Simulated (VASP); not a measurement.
# MgO (Fm-3m) in VASP: single point with LDA

Aim: the single point of MgO with LDA.

Program: VASP 6.6.1. These are calculated values, not measurements. Logs are shortened: lines on timing, memory, paths and dates and some standing lists are left out, and cuts for length are marked.

## (1) The cell of the first run

It takes space group Fm-3m (No. 225, cubic). The conventional cell has a = 4.217 Å, b = 4.217 Å, c = 4.217 Å, α = 90.00°, β = 90.00°, γ = 90.00°. Within 2.8 Å of Mg (site symmetry m-3m) lie 6 O at 2.11 Å. Within 2.8 Å of O (site symmetry m-3m) lie 6 Mg at 2.11 Å.

## (2) Single point, LDA

File INCAR:

```
SYSTEM = MgO
  PREC = Accurate
  ENCUT = 840
  EDIFF = 1E-6
  ISMEAR = 0
  SIGMA = 0.1
  LREAL = .False.
  LASPH = .True.
  NELM = 120
  ALGO = Normal
  ISIF = 2
  LWAVE = .False.
  LCHARG = .False.
  NBANDS = 15
  GGA_COMPAT = .False.
```

File KPOINTS:

```
Automatic mesh
0
Gamma
  8 8 8
  0 0 0
```

File POSCAR:

```
MgO
1.0
    0.0000000000      2.1085000000      2.1085000000
    2.1085000000      0.0000000000      2.1085000000
    2.1085000000      2.1085000000      0.0000000000
Mg O
1 1
Direct
    0.0000000000      0.0000000000      0.0000000000
    0.5000000000      0.5000000000      0.5000000000
```

Potentials or basis: VASP PAW LDA potentials, release 64 (Mg_sv, O).

Run with:

```console
> cat potpaw_LDA.64/Mg_sv/POTCAR potpaw_LDA.64/O/POTCAR > POTCAR
> mpirun -np 1 vasp_std > vasp.out
```

OUTCAR:

```text
SYSTEM = MgO
   PREC = Accurate
   ENCUT = 840
   EDIFF = 1E-6
   ISMEAR = 0
   LREAL = .False.
   LASPH = .True.
   NELM = 120
   ISIF = 2

 ion  position               nearest neighbor table
   1  0.000  0.000  0.000-   2 2.11   2 2.11   2 2.11   2 2.11   2 2.11   2 2.11
   2  0.500  0.500  0.500-   1 2.11   1 2.11   1 2.11   1 2.11   1 2.11   1 2.11

  LATTYP: Found a face centered cubic cell.
 ALAT       =     4.2170000000

  Lattice vectors:

 A1 = (   0.0000000000,   2.1085000000,   2.1085000000)
 A2 = (   2.1085000000,   0.0000000000,   2.1085000000)
 A3 = (   2.1085000000,   2.1085000000,   0.0000000000)

Analysis of symmetry for initial positions (statically):
=====================================================================
 Subroutine PRICEL returns:
 Original cell was already a primitive cell.

 Routine SETGRP: Setting up the symmetry group for a
 face centered cubic supercell.

 Subroutine GETGRP returns: Found 48 space group operations
 (whereof 48 operations were pure point group operations)
 out of a pool of 48 trial point group operations.

The static configuration has the point symmetry O_h .

Analysis of symmetry for dynamics (positions and initial velocities):
=====================================================================
 Subroutine PRICEL returns:
 Original cell was already a primitive cell.

 Routine SETGRP: Setting up the symmetry group for a
 face centered cubic supercell.

 Subroutine GETGRP returns: Found 48 space group operations
 (whereof 48 operations were pure point group operations)
 out of a pool of 48 trial point group operations.

The dynamic configuration has the point symmetry O_h .

 Subroutine INISYM returns: Found 48 space group operations
 (whereof 48 operations are pure point group operations),
 and found     1 'primitive' translations

----------------------------------------------------------------------------------------

                                     Primitive cell

  volume of cell :      18.7478

  direct lattice vectors                    reciprocal lattice vectors
     0.000000000  2.108500000  2.108500000    -0.237135404  0.237135404  0.237135404
     2.108500000  0.000000000  2.108500000     0.237135404 -0.237135404  0.237135404
     2.108500000  2.108500000  0.000000000     0.237135404  0.237135404 -0.237135404

  length of vectors
     2.981869296  2.981869296  2.981869296     0.410730569  0.410730569  0.410730569

  position of ions in fractional coordinates (direct lattice)
     0.000000000  0.000000000  0.000000000
     0.500000000  0.500000000  0.500000000

  ion indices of the primitive-cell ions
   primitive index   ion index
                 1           1
                 2           2

----------------------------------------------------------------------------------------

 KPOINTS: Automatic mesh

Automatic generation of k-mesh.
 Grid dimensions read from file:
 generate k-points for:    8    8    8

 Generating k-lattice:

  Cartesian coordinates                     Fractional coordinates (reciprocal lattice)
    -0.029641926  0.029641926  0.029641926     0.125000000  0.000000000  0.000000000
     0.029641926 -0.029641926  0.029641926     0.000000000  0.125000000  0.000000000
     0.029641926  0.029641926 -0.029641926     0.000000000  0.000000000  0.125000000

  Length of vectors
     0.051341321  0.051341321  0.051341321

  Shift w.r.t. Gamma in fractional coordinates (k-lattice)
     0.000000000  0.000000000  0.000000000

 Subroutine IBZKPT returns following result:
 ===========================================

 Found     29 irreducible k-points:

 Following reciprocal coordinates:
            Coordinates               Weight
  0.000000  0.000000  0.000000      1.000000
  0.125000  0.000000  0.000000      8.000000
  0.250000  0.000000  0.000000      8.000000
  0.375000  0.000000  0.000000      8.000000
  0.500000  0.000000  0.000000      4.000000
  0.125000  0.125000  0.000000      6.000000
[... 16 lines left out ...]
  0.500000  0.250000  0.125000     48.000000
 -0.375000  0.250000  0.125000     24.000000
 [... further k-points ...]
   k-points           NKPTS =     29   k-points in BZ     NKDIM =     29   number of bands    NBANDS=     15
   number of dos      NEDOS =    301   number of ions     NIONS =      2
   total plane-waves  NPLWV =  21952
   dimension x,y,z NGX =    28 NGY =   28 NGZ =   28
   dimension x,y,z NGXF=    56 NGYF=   56 NGZF=   56
   ions per type =               1   1
   NGX,Y,Z   is equivalent  to a cutoff of  15.61, 15.61, 15.61 a.u.
   NGXF,Y,Z  is equivalent  to a cutoff of  31.22, 31.22, 31.22 a.u.
 SYSTEM =  MgO
   PREC   = accura    normal or accurate (medium, high low for compatibility)
   ISTART =      0    job   : 0-new  1-cont  2-samecut
   ICHARG =      2    charge: 1-file 2-atom 10-const
   ISPIN  =      1    spin polarized calculation?
   LNONCOLLINEAR =      F non collinear calculations
   LSORBIT =      F    spin-orbit coupling
   LASPH  =      T    aspherical Exc in radial PAW
   ENCUT  =  840.0 eV  61.74 Ry    7.86 a.u.   7.05  7.05  7.05*2*pi/ulx,y,z
   NELM   =    120;   NELMIN=  2; NELMDL= -5     # of ELM steps
   EDIFF  = 0.1E-05   stopping-criterion for ELM
   LREAL  =      F    real-space projection
   EDIFFG = 0.1E-04   stopping-criterion for IOM
   NSW    =      0    number of steps for IOM
   IBRION =     -1    ionic relax: 0-MD 1-quasi-New 2-CG
   NFREE  =      0    steps in history (QN), initial steepest desc. (CG)
   ISIF   =      2    stress and relaxation
   ISYM   =      2    0-nonsym 1-usesym 2-fastsym
   POTIM  = 0.5000    time-step for ionic-motion
   TEBEG  =    0.0;   TEEND  =   0.0 temperature during run
   PSTRESS=    0.0 pullay stress
   NELECT =      16.0000    total number of electrons
   NUPDOWN=      -1.0000    fix difference up-down
   EMIN   =  10.00;   EMAX   =-10.00  energy-range for DOS
   EFERMI =   0.00;   METHOD = LEGACY
   ISMEAR =     0;   SIGMA  =   0.10  broadening in eV -4-tet -1-fermi 0-gaus
   EFERMI_NEDOS =   21; number of points for ismear=-14 and -15
   IALGO  =     38    algorithm
   IMIX   =      4    mixing-type and parameters
     AMIX     =   0.40;   BMIX     =  1.00
     AMIX_MAG =   1.60;   BMIX_MAG =  1.00
  volume/ion in A,a.u.               =       9.37        63.26
  Fermi-wavevector in a.u.,A,eV,Ry     =   1.552856  2.934473 32.808574  2.411362
  Thomas-Fermi vector in A             =   2.657171
   LORBIT       =      0    0 simple, 1 ext, 2 COOP (PROOUT), +10 PAW based schemes
   GGA     = CA    functional components
   LHFCALC =     F    Hartree Fock is set to
   AEXX    =    0.0000 exact exchange contribution
   IVDW    =     0    specifies the selected vdW correction
   LEPSILON=     F    determine dielectric tensor
   LRPA    =     F    only Hartree local field effects (RPA)
 non-spin polarized calculation
 Gauss-broadening in eV      SIGMA  =   0.10
  energy-cutoff  :      840.00
  volume of cell :       18.75
 maximum number of plane-waves:      1056
   NGX = 15   NGY = 15   NGZ = 15

 number of electron      15.9999995 magnetization

 Free energy of the ion-electron system (eV)
  ---------------------------------------------------
  ext. energy  EPLUGINS =         0.00000000
  ---------------------------------------------------
  free energy    TOTEN  =       -13.22243212 eV

  energy without entropy =      -13.22243212  energy(sigma->0) =      -13.22243212

 E-fermi :   3.1119     XC(G=0): -11.9150

 val. band max:        2.5549366137   @ k =   0.0000   0.0000   0.0000
 cond. band min:       7.1891986426   @ k =   0.0000   0.0000   0.0000
 fundamental gap:      4.6342620289
 Fermi energy:         3.1119236244

 k-point     1 :       0.0000    0.0000    0.0000
  band No.  band energies     occupation
      1     -68.7936      2.00000
      2     -36.2550      2.00000
      3     -36.2550      2.00000
      4     -36.2550      2.00000
      5     -14.4115      2.00000
      6       2.5549      2.00000
      7       2.5549      2.00000
      8       2.5549      2.00000
      9       7.1892      0.00000
     10      18.0657      0.00000
     11      18.0657      0.00000
     12      18.0657      0.00000
     13      22.0833      0.00000
     14      23.7147      0.00000
     15      23.7147      0.00000

 k-point     2 :       0.1250    0.0000    0.0000
  band No.  band energies     occupation
      1     -68.7920      2.00000
      2     -36.2682      2.00000
      3     -36.2563      2.00000
      4     -36.2563      2.00000
      5     -14.2379      2.00000
      6       1.5924      2.00000
      7       2.4500      2.00000
      8       2.4500      2.00000
      9       8.0952      0.00000
     10      16.4180      0.00000
     11      18.4212      0.00000
     12      18.4212      0.00000
     13      22.7220      0.00000
     14      22.7220      0.00000
     15      24.1713      0.00000

 k-point     3 :       0.2500    0.0000    0.0000
  band No.  band energies     occupation
      1     -68.7888      2.00000
      2     -36.3002      2.00000
      3     -36.2596      2.00000
      4     -36.2596      2.00000
      5     -13.7864      2.00000
      6      -0.1291      2.00000
      7       2.2084      2.00000
      8       2.2084      2.00000
      9       9.5113      0.00000
     10      14.8922      0.00000
     11      18.8971      0.00000
     12      18.8971      0.00000
     13      22.3320      0.00000
     14      22.3320      0.00000
     15      24.1950      0.00000
[... 343 lines left out ...]
 k-point    23 :       0.5000    0.2500    0.1250
  band No.  band energies     occupation
      1     -68.7837      2.00000
      2     -36.3231      2.00000
      3     -36.2839      2.00000
      4     -36.2690      2.00000
      5     -13.0742      2.00000
      6      -1.1914      2.00000
      7       0.8086      2.00000
      8       1.6750      2.00000
      9      11.8698      0.00000
     10      13.9878      0.00000
     11      16.1656      0.00000
     12      19.3534      0.00000
     13      21.9102      0.00000
     14      24.6029      0.00000
     15      28.1732      0.00000

 k-point    24 :      -0.3750    0.2500    0.1250
  band No.  band energies     occupation
      1     -68.7827      2.00000
      2     -36.3304      2.00000
      3     -36.2862      2.00000
      4     -36.2717      2.00000
      5     -12.8976      2.00000
      6      -1.4927      2.00000
      7       0.6000      2.00000
      8       1.5542      2.00000
      9      12.0367      0.00000
     10      14.5269      0.00000
     11      15.7411      0.00000
     12      19.1113      0.00000
     13      22.7712      0.00000
     14      24.2557      0.00000
     15      28.3108      0.00000

 [... further k-points ...]

------------------------ aborting loop because EDIFF is reached ----------------------------------------

  FORCE on cell =-STRESS in cart. coord.  units (eV):
  Direction    XX          YY          ZZ          XY          YZ          ZX
  --------------------------------------------------------------------------------------
  -------------------------------------------------------------------------------------
  Total       -0.7102439     -0.7102439     -0.7102439      0.0000000     -0.0000000      0.0000000
  in kB      -60.6970042    -60.6970042    -60.6970042      0.0000000     -0.0000000      0.0000000
  external PRESSURE =     -60.6970042 kB  Pullay stress =       0.0000000 kB

 VOLUME and BASIS-vectors are now :
 -----------------------------------------------------------------------------
  energy-cutoff  :      840.00
  volume of cell :       18.75
      direct lattice vectors                 reciprocal lattice vectors
     0.000000000  2.108500000  2.108500000    -0.237135404  0.237135404  0.237135404
     2.108500000  0.000000000  2.108500000     0.237135404 -0.237135404  0.237135404
     2.108500000  2.108500000  0.000000000     0.237135404  0.237135404 -0.237135404

 POSITION                                       TOTAL-FORCE (eV/Angst)
 -----------------------------------------------------------------------------------
      0.00000      0.00000      0.00000         0.000000     -0.000000     -0.000000
      2.10850      2.10850      2.10850        -0.000000      0.000000      0.000000
 -----------------------------------------------------------------------------------
    total drift:                                0.000000      0.000000      0.000000

  FREE ENERGIE OF THE ION-ELECTRON SYSTEM (eV)
  ---------------------------------------------------
  free  energy   TOTEN  =       -13.2224321177 eV

  energy  without entropy=      -13.2224321177  energy(sigma->0) =      -13.22243212
```

Wall time 10 s (1 thread of AMD EPYC 7R13 (Zen 3), shared host); peak memory 0.11 GiB.

What came out:

- Free energy: -13.2224 eV
- Pressure: -6.1 GPa
- Band gap on the k mesh: 4.63 eV

Caveat: the cell stands under tension. Expect the measured gap to be larger: semilocal functionals such as LDA lack the derivative discontinuity.
